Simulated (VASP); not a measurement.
Here is a VASP 6.6.1 calculation.

Contents of INCAR:

```
SYSTEM = TaSb
PREC = Accurate
ENCUT = 520
EDIFF = 1E-6
ISMEAR = 0
SIGMA = 0.1
LREAL = .FALSE.
LASPH = .TRUE.
NELM = 100
ALGO = Normal
ISIF = 2
LWAVE = .FALSE.
LCHARG = .FALSE.
GGA = PS
NBANDS = 15
```

File KPOINTS:

```
Automatic mesh
0
G
  15 15 12
  0 0 0
```

Contents of POSCAR:

```
TaSb
1.0
    3.5418128245      0.0000000000      0.0000000000
   -1.7709064122      3.0672998815      0.0000000000
    0.0000000000      0.0000000000      3.7742596676
Ta Sb
1 1
Direct
    0.6666666667      0.3333333333      0.5000000000
    0.3333333333      0.6666666667      0.0000000000
```

Potentials or basis: VASP PAW PBE potentials, release 64 (Ta_pv, Sb).

Launch:

```sh
$ cat potpaw_PBE.64/Ta_pv/POTCAR potpaw_PBE.64/Sb/POTCAR > POTCAR
$ mpirun -np 1 vasp_std > vasp.out
```

(1) What does it give for the band gap on the k mesh?

(2) What does it give for the pressure?

Answers

(1) zero (band 8 reaches 8.40 eV, above the bottom of band 9 at 8.17 eV).

(2) 0.3 GPa.

Caveat: the PAW data sets were made with another functional, which shifts forces and pressure a little; spin-orbit coupling is left out, which moves the levels of the heavy elements.
